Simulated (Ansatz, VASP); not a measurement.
# CdS: VASP beside Ansatz

The input POSCAR:

```
CdS
1.0
    4.1347992034      0.0000000000      0.0000000000
   -2.0673996017      3.5808411497      0.0000000000
    0.0000000000      0.0000000000      6.4115500000
Cd S
2 2
Direct
    0.3333333333      0.6666666667      0.0000000000
    0.6666666667      0.3333333333      0.5000000000
    0.3333333333      0.6666666667      0.3850000000
    0.6666666667      0.3333333333      0.8850000000
```

Contents of INCAR.step1:

```
PREC     = Accurate       # precision mode
ENCUT    = 520            # plane-wave cutoff, eV
ISMEAR   = 0              # smearing method
SIGMA    = 0.05           # smearing width, eV
LREAL    = F              # projectors in reciprocal space
LASPH    = T              # aspherical terms in the spheres
NELM     = 100            # most SCF steps
NBANDS   = 26             # bands
GGA      = PE             # functional
ALGO     = Normal         # electronic algorithm
EDIFF    = 1E-4           # SCF threshold, eV
LWAVE    = T              # write WAVECAR
LCHARG   = F              # write CHGCAR
```

The input INCAR.step2:

```
PREC     = Accurate       # precision mode
ENCUT    = 520            # plane-wave cutoff, eV
EDIFF    = 1E-6           # SCF threshold, eV
ISMEAR   = 0              # smearing method
SIGMA    = 0.05           # smearing width, eV
LREAL    = F              # projectors in reciprocal space
LASPH    = T              # aspherical terms in the spheres
NELM     = 100            # most SCF steps
ALGO     = Normal         # electronic algorithm
ISIF     = 2              # what is computed and relaxed
LWAVE    = F              # write WAVECAR
LCHARG   = T              # write CHGCAR
METAGGA  = R2SCAN         # meta-GGA
LMIXTAU  = T            
LELF     = T              # ELF
LVHAR    = T            
NBANDS   = 26             # bands
ISTART   = 1
```

File KPOINTS:

```
regular mesh
0
Gamma
  12 12 4
```

Input for Ansatz:

```yaml
crystal:
  lattice:
    - [4.1347992034, 0.0, 0.0]
    - [-2.0673996017, 3.5808411497, 0.0]
    - [0.0, 0.0, 6.41155]
  atoms:
    - { symbol: Cd, position: [0.3333333333, 0.6666666667, 0.0] }
    - { symbol: Cd, position: [0.6666666667, 0.3333333333, 0.5] }
    - { symbol: S, position: [0.3333333333, 0.6666666667, 0.385] }
    - { symbol: S, position: [0.6666666667, 0.3333333333, 0.885] }
basis:
  ecutwfc: 500
kpoints:
  mp_grid: { grid: [12, 12, 4] }
hamiltonian:
  xc: r2scan
scf:
  occupations: { method: gaussian, width: 0.05 }
output:
  forces: true
  stress: true
  eigenvalues: true
```

Change from the starting cell: strain +0.000 along x and y, -0.050 along z, atoms carried along.

Alike in both runs: task single point; functional r2SCAN; k mesh 12 × 12 × 4; occupations gaussian, width 0.05 eV; no spin polarisation.

|  | VASP | Ansatz |
| --- | --- | --- |
| version | VASP 6.6.1 | Ansatz 0.2.0 |
| potentials or method | VASP PAW PBE potentials, release 64 (Cd, S), cutoff 520 eV | scalar-relativistic, plane waves, PAW |
| valence electrons in the cell | 36 | 52 |

Ansatz gave:

- gap on the k mesh at the Fermi level (eV): 1.80
- least direct gap on the mesh (eV): 1.80
- pressure (GPa): 4.7
- traceless stress, the component that is largest in VASP (GPa): 2.30
- rms of the force components (eV/Å): 0.108

Which values does VASP return?

gap on the k mesh at the Fermi level (eV): 1.79; least direct gap on the mesh (eV): 1.79; pressure (GPa): 5.2; traceless stress, the component that is largest in VASP (GPa): 2.35; rms of the force components (eV/Å): 0.111.

VASP's potentials were made for PBE, not for r2SCAN. Atom by atom the forces differ by 0.004 eV/Å (rms over components). The functional is the same, so the differences come from potentials, cutoffs and numerics. VASP's potentials hold 36 valence electrons a cell and Ansatz's 52, so a difference there can come from the potentials and not from the codes.
